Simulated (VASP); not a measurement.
## Ag6PtS2: single point with PBE

Ag6PtS2:

```
CELL_PARAMETERS angstrom
5.50176 0.65113 0.26584
1.21956 5.93696 -0.11120
0.20992 1.34566 5.97264
ATOMIC_POSITIONS crystal
Ag 0.42370 0.55903 0.44848
Ag 0.99628 0.01561 0.19461
Ag 0.98552 0.41976 0.36009
Ag 0.74248 0.82357 0.60598
Ag 0.67559 0.43029 0.88545
Ag 0.53532 0.82387 0.09798
S 0.20047 0.91940 0.60566
S 0.20518 0.28521 0.77564
Pt 0.13137 0.66738 0.92829
```

```
Program                : VASP 6.6.1
Task                   : single point
Functional             : PBE
Potentials or basis    : VASP PAW PBE potentials, release 64 (Ag, S, Pt)
Cutoff                 : 520 eV
k mesh                 : 3 × 3 × 3
Occupations            : methfessel-paxton, width 0.15 eV
Spin                   : no spin polarisation
Dipole correction      : no
Further INCAR settings : ALGO = Normal; EDIFF = 1e-06; NBANDS = 54
```

```yaml
Pressure: -3.7 GPa
Largest_force: 1.343 eV/Å
```

Forces in eV/Å, atoms in the order of the input:
```
Ag  -0.213 -1.046  0.557
Ag  -0.227 -0.282 -0.196
Ag  -0.048  0.442 -0.269
Ag  -0.098  0.298 -0.310
Ag   0.119 -0.426  0.476
Ag   0.853  0.515 -0.900
S   -0.062  0.131  0.129
S   -0.021  0.988  0.282
Pt  -0.304 -0.619  0.231
```

Stress tensor (GPa, compression positive):
```
-6.66  0.04 -1.05
 0.04 -0.90 -0.38
-1.05 -0.38 -3.55
```

Levels at points of the mesh, in eV from the Fermi level:
| k point | band 40 | band 41 | band 42 | band 43 | band 44 | band 45 | band 46 | band 47 | band 48 | band 49 |
| --- | --- | --- | --- | --- | --- | --- | --- | --- | --- | --- |
| (0.00, 0.00, 0.00) | -1.71 | -1.55 | -1.29 | -0.89 | -0.01 | 0.39 | 1.35 | 1.96 | 2.63 | 3.05 |

Run time: 2.3 min on 1 thread of Intel(R) Xeon(R) Platinum 8375C CPU @ 2.90GHz (Ice Lake) (shared host), peak memory 0.36 GiB.

Caveat: the k points lie up to 0.40 Å⁻¹ apart; spin-orbit coupling is left out, which moves the levels of the heavy elements.
